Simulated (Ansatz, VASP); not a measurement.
MgRuC6N6 in VASP and in Ansatz

```
CELL_PARAMETERS angstrom
0.00000 5.44405 5.44405
5.44405 0.00000 5.44405
5.44405 5.44405 0.00000
ATOMIC_POSITIONS crystal
Mg 0.00000 0.00000 0.00000
Ru 0.50000 0.50000 0.50000
C 0.79011 0.20989 0.20989
C 0.20989 0.79011 0.20989
C 0.20989 0.20989 0.79011
C 0.20989 0.79011 0.79011
C 0.79011 0.20989 0.79011
C 0.79011 0.79011 0.20989
N 0.68229 0.31771 0.31771
N 0.31771 0.68229 0.31771
N 0.31771 0.31771 0.68229
N 0.31771 0.68229 0.68229
N 0.68229 0.31771 0.68229
N 0.68229 0.68229 0.31771
```

Alike in both runs: functional PBE; k mesh 4 × 4 × 4; occupations gaussian, width 0.1 eV; collinear spin.

Ansatz relaxed the structure, and its values are those at the end. VASP's run is a single point on that final structure, the one shown.

|  | VASP | Ansatz |
| --- | --- | --- |
| version | VASP 6.6.1 | Ansatz 0.2.0 |
| potentials or method | VASP PAW PBE potentials, release 64 (Mg, Ru_pv, C, N), cutoff 520 eV | scalar-relativistic, plane waves, PAW |
| valence electrons in the cell | 70 | 80 |

VASP gave:

* gap on the k mesh at the Fermi level (eV): none
* pressure (GPa): 0.4
* rms of the force components (eV/Å): 0.185
* net moment per atom (μB): 0.14
* size of the moment on the site where the two differ most (μB): 1.31

Task: Which values does Ansatz return?

Result: gap on the k mesh at the Fermi level (eV): none; pressure (GPa): 0.1; rms of the force components (eV/Å): 0.015; net moment per atom (μB): 0.14; size of the moment on the site where the two differ most (μB): 0.98.

Site moments also hang on the region over which each program counts them. A gap of «none» marks a metal or a gap that the smearing closes. One of these differences is far larger than is usual between the two programs; its cause wasn't traced. VASP's potentials hold 70 valence electrons a cell and Ansatz's 80, so a difference there can come from the potentials and not from the codes.

Noted on VASP's run: the standard files for N, O and F lose accuracy on very short bonds.
